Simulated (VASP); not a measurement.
# K2Ca3Cl (P-4m2) in VASP: relaxation of cell and atoms with PBE

Aim: the relaxation of cell and atoms of K2Ca3Cl with PBE.

Program: VASP 6.6.1. These are calculated values, not measurements. Logs are shortened: lines on timing, memory, paths and dates and some standing lists are left out, and cuts for length are marked.

**1. The cell of the first run**

The structure is tetragonal, space group P-4m2 (No. 115). Conventional cell: a = 4.009 Å, b = 4.009 Å, c = 17.624 Å, α = 90.00°, β = 90.00°, γ = 90.00°. Within 5.3 Å of K (site symmetry 2mm) lie 4 K at 4.01 Å and 6 Ca at 4.39 to 4.60 Å and 2 Cl at 4.60 Å. Ca (site symmetry -4m2) has 4 Cl at 2.83 Å within 3.7 Å. Within 5.1 Å of Ca (site symmetry 2mm) lie 8 Ca at 3.86 to 4.01 Å and 4 K at 4.39 Å. Within 3.7 Å of Cl (site symmetry -4m2) lie 4 Ca at 2.83 Å.

**2. Relaxation of cell and atoms, PBE**

Input file INCAR:

```
SYSTEM = K2Ca3Cl
ALGO     = Normal         ! electronic algorithm
EDIFF    = 1E-6           ! SCF threshold, eV
EDIFFG   = -0.01          ! ionic threshold
ENCUT    = 600            ! plane-wave cutoff, eV
GGA      = PE             ! functional
IBRION   = 2              ! ionic algorithm
ISIF     = 3              ! what is computed and relaxed
ISMEAR   = 0              ! smearing method
LASPH    = .True.         ! aspherical terms in the spheres
LCHARG   = .False.        ! write CHGCAR
LREAL    = .False.        ! projectors in reciprocal space
LWAVE    = .False.        ! write WAVECAR
NELM     = 80             ! most SCF steps
NSW      = 100            ! ionic steps
PREC     = Accurate       ! precision mode
SIGMA    = 0.1            ! smearing width, eV
```

Input file KPOINTS:

```
k-points
0
Gamma
  10 10 2
  0 0 0
```

Input file POSCAR:

```
K2Ca3Cl
1.0
    4.0086902521      0.0000000000      0.0000000000
    0.0000000000      4.0086902521      0.0000000000
    0.0000000000      0.0000000000     17.6242869418
K Ca Cl
2 3 1
Direct
    0.0000000000      0.5000000000      0.7648709858
    0.5000000000      0.0000000000      0.2351290142
    0.5000000000      0.5000000000      0.0000000000
    0.0000000000      0.5000000000      0.4254905352
    0.5000000000      0.0000000000      0.5745094648
    0.0000000000      0.0000000000      0.0000000000
```

Potentials or basis: VASP PAW PBE potentials, release 64 (K_sv, Ca_sv, Cl).

Launch:

```console
> cat potpaw_PBE.64/K_sv/POTCAR potpaw_PBE.64/Ca_sv/POTCAR potpaw_PBE.64/Cl/POTCAR > POTCAR
> mpirun -np 1 vasp_std > vasp.out
```

OUTCAR:

```text
SYSTEM = K2Ca3Cl
   EDIFF = 1E-6
   EDIFFG = -0.01
   ENCUT = 600
   GGA = PE
   IBRION = 2
   ISIF = 3
   ISMEAR = 0
   LASPH = .True.
   LREAL = .False.
   NELM = 80
   NSW = 100
   PREC = Accurate

 ion  position               nearest neighbor table
   1  0.000  0.500  0.765-
   2  0.500  0.000  0.235-
   3  0.500  0.500  0.000-   6 2.83   6 2.83   6 2.83   6 2.83
   4  0.000  0.500  0.425-
   5  0.500  0.000  0.575-
   6  0.000  0.000  0.000-   3 2.83   3 2.83   3 2.83   3 2.83

  LATTYP: Found a simple tetragonal cell.
 ALAT       =     4.0086902521
 C/A-ratio  =     4.3965200186

  Lattice vectors:

 A1 = (   4.0086902521,   0.0000000000,   0.0000000000)
 A2 = (   0.0000000000,   4.0086902521,   0.0000000000)
 A3 = (   0.0000000000,   0.0000000000,  17.6242869418)

Analysis of symmetry for initial positions (statically):
=====================================================================
 Subroutine PRICEL returns:
 Original cell was already a primitive cell.

 Routine SETGRP: Setting up the symmetry group for a
 simple tetragonal supercell.

 Subroutine GETGRP returns: Found  8 space group operations
 (whereof  8 operations were pure point group operations)
 out of a pool of 16 trial point group operations.

The static configuration has the point symmetry D_2d.

Analysis of symmetry for dynamics (positions and initial velocities):
=====================================================================
 Subroutine PRICEL returns:
 Original cell was already a primitive cell.

 Routine SETGRP: Setting up the symmetry group for a
 simple tetragonal supercell.

 Subroutine GETGRP returns: Found  8 space group operations
 (whereof  8 operations were pure point group operations)
 out of a pool of 16 trial point group operations.

The dynamic configuration has the point symmetry D_2d.

 Subroutine INISYM returns: Found  8 space group operations
 (whereof  8 operations are pure point group operations),
 and found     1 'primitive' translations

----------------------------------------------------------------------------------------

                                     Primitive cell

  volume of cell :     283.2152

  direct lattice vectors                    reciprocal lattice vectors
     4.008690252  0.000000000  0.000000000     0.249458037  0.000000000  0.000000000
     0.000000000  4.008690252  0.000000000     0.000000000  0.249458037  0.000000000
     0.000000000  0.000000000 17.624286942     0.000000000  0.000000000  0.056739884

  length of vectors
[... 94 lines left out ...]
   IBRION =      2    ionic relax: 0-MD 1-quasi-New 2-CG
   NFREE  =      1    steps in history (QN), initial steepest desc. (CG)
   ISIF   =      3    stress and relaxation
   ISYM   =      2    0-nonsym 1-usesym 2-fastsym
   POTIM  = 0.5000    time-step for ionic-motion
   TEBEG  =    0.0;   TEEND  =   0.0 temperature during run
   PSTRESS=    0.0 pullay stress
   NELECT =      55.0000    total number of electrons
   NUPDOWN=      -1.0000    fix difference up-down
   EMIN   =  10.00;   EMAX   =-10.00  energy-range for DOS
   EFERMI =   0.00;   METHOD = LEGACY
   ISMEAR =     0;   SIGMA  =   0.10  broadening in eV -4-tet -1-fermi 0-gaus
   EFERMI_NEDOS =   21; number of points for ismear=-14 and -15
   IALGO  =     38    algorithm
   IMIX   =      4    mixing-type and parameters
     AMIX     =   0.40;   BMIX     =  1.00
     AMIX_MAG =   1.60;   BMIX_MAG =  1.00
  volume/ion in A,a.u.               =      47.20       318.54
  Fermi-wavevector in a.u.,A,eV,Ry     =   0.948033  1.791523 12.228466  0.898767
  Thomas-Fermi vector in A             =   2.076183
   LORBIT       =      0    0 simple, 1 ext, 2 COOP (PROOUT), +10 PAW based schemes
   GGA     = PE    functional components
   LHFCALC =     F    Hartree Fock is set to
   AEXX    =    0.0000 exact exchange contribution
   IVDW    =     0    specifies the selected vdW correction
   LEPSILON=     F    determine dielectric tensor
   LRPA    =     F    only Hartree local field effects (RPA)
 conjugate gradient relaxation of ions
 non-spin polarized calculation
 Gauss-broadening in eV      SIGMA  =   0.10
  energy-cutoff  :      600.00
  volume of cell :      283.22
 maximum number of plane-waves:      9528
   NGX = 17   NGY = 17   NGZ = 71

--------------------------------------- Ionic step        1  -------------------------------------------

 number of electron      54.9999990 magnetization

 Free energy of the ion-electron system (eV)
  ---------------------------------------------------
  ext. energy  EPLUGINS =         0.00000000
  ---------------------------------------------------
  free energy    TOTEN  =       -12.02814960 eV

  energy without entropy =      -12.00147588  energy(sigma->0) =      -12.01481274

------------------------ aborting loop because EDIFF is reached ----------------------------------------

  FORCE on cell =-STRESS in cart. coord.  units (eV):
  Direction    XX          YY          ZZ          XY          YZ          ZX
  --------------------------------------------------------------------------------------
  -------------------------------------------------------------------------------------
  Total        0.1523474      0.1523474      0.1687827      0.0000000      0.0000000      0.0000000
  in kB        0.8618447      0.8618447      0.9548211      0.0000000      0.0000000      0.0000000
  external PRESSURE =       0.8928368 kB  Pullay stress =       0.0000000 kB
[... 147 lines left out ...]
--------------------------------------- Ionic step        5  -------------------------------------------

 number of electron      54.9999991 magnetization

 Free energy of the ion-electron system (eV)
  ---------------------------------------------------
  ext. energy  EPLUGINS =         0.00000000
  ---------------------------------------------------
  free energy    TOTEN  =       -12.02928519 eV

  energy without entropy =      -12.00297653  energy(sigma->0) =      -12.01613086

 E-fermi :   1.4855     XC(G=0):  -6.9123

 val. band max:        1.4818503084   @ k =   0.4000   0.1000   0.5000
 cond. band min:       1.4945816367   @ k =   0.3000   0.3000   0.5000
 fundamental gap:      0.0127313283
 Fermi energy:         1.4854797451

 k-point     1 :       0.0000    0.0000    0.0000
  band No.  band energies     occupation
      1     -41.6997      2.00000
      2     -40.8982      2.00000
      3     -40.8890      2.00000
      4     -30.3914      2.00000
      5     -30.3914      2.00000
      6     -22.7166      2.00000
[... 853 lines left out ...]
     32       2.1346      0.00000
     33       3.0379      0.00000

 [... further k-points ...]
[... 5 lines left out ...]
  --------------------------------------------------------------------------------------
  -------------------------------------------------------------------------------------
  Total       -0.0040636     -0.0040636     -0.0158560      0.0000000      0.0000000      0.0000000
  in kB       -0.0228241     -0.0228241     -0.0890591      0.0000000      0.0000000      0.0000000
  external PRESSURE =      -0.0449024 kB  Pullay stress =       0.0000000 kB
[... 21 lines left out ...]
  FREE ENERGIE OF THE ION-ELECTRON SYSTEM (eV)
  ---------------------------------------------------
  free  energy   TOTEN  =       -12.0292851902 eV

  energy  without entropy=      -12.0029765272  energy(sigma->0) =      -12.01613086

 reached required accuracy - stopping structural energy minimisation
```

Run time: 17 min. Hardware: 1 thread of Intel Xeon Platinum 8559C (Emerald Rapids), shared host; peak memory 0.71 GiB.

Results:

```yaml
Free_energy: -12.0293 eV
Relaxed_volume: 47.54 Å³/atom
Relaxed_cell: a = 4.014 Å, b = 4.014 Å, c = 17.704 Å, α = 90.00°, β = 90.00°, γ = 90.00°
Space_group_after_relaxing_to_0.05_Å: P-4m2 (No. 115)
Energy_gained_by_relaxing: 0.2 meV/atom
Ionic_steps: 5
Pressure_after_relaxing: 0.0 GPa
Largest_force_after_relaxing: 0.007 eV/Å
```

Forces on the atoms (eV/Å):
```
K    0.000  0.000  0.006
K    0.000  0.000 -0.006
Ca   0.000  0.000  0.000
Ca   0.000  0.000 -0.007
Ca   0.000  0.000  0.007
Cl   0.000  0.000  0.000
```

The path:
```
step  energy change (eV)  largest force (eV/Å)  pressure (GPa)  volume (Å³)
   1              0.0000                0.0455            0.09       283.22
   2             -0.0006                0.0356            0.04       284.29
   3             -0.0008                0.0238           -0.01       285.56
   4             -0.0010                0.0193           -0.01       285.48
   5             -0.0011                0.0065            0.00       285.25
```

Final structure:
```cif
data_structure
_symmetry_space_group_name_H-M 'P 1'
_symmetry_Int_Tables_number 1
_cell_length_a 4.0140
_cell_length_b 4.0140
_cell_length_c 17.7042
_cell_angle_alpha 90.000
_cell_angle_beta 90.000
_cell_angle_gamma 90.000
_cell_volume 285.25
loop_
_atom_site_label
_atom_site_type_symbol
_atom_site_fract_x
_atom_site_fract_y
_atom_site_fract_z
_atom_site_occupancy
K1 K 0.00000 0.50000 0.76496 1
K2 K 0.50000 0.00000 0.23504 1
Ca1 Ca 0.50000 0.50000 0.00000 1
Ca2 Ca 0.00000 0.50000 0.42484 1
Ca3 Ca 0.50000 0.00000 0.57516 1
Cl1 Cl 0.00000 0.00000 0.00000 1
```

Caveat: an odd number of electrons without spin polarisation forces a metal; a magnetic or distorted state may lie lower.
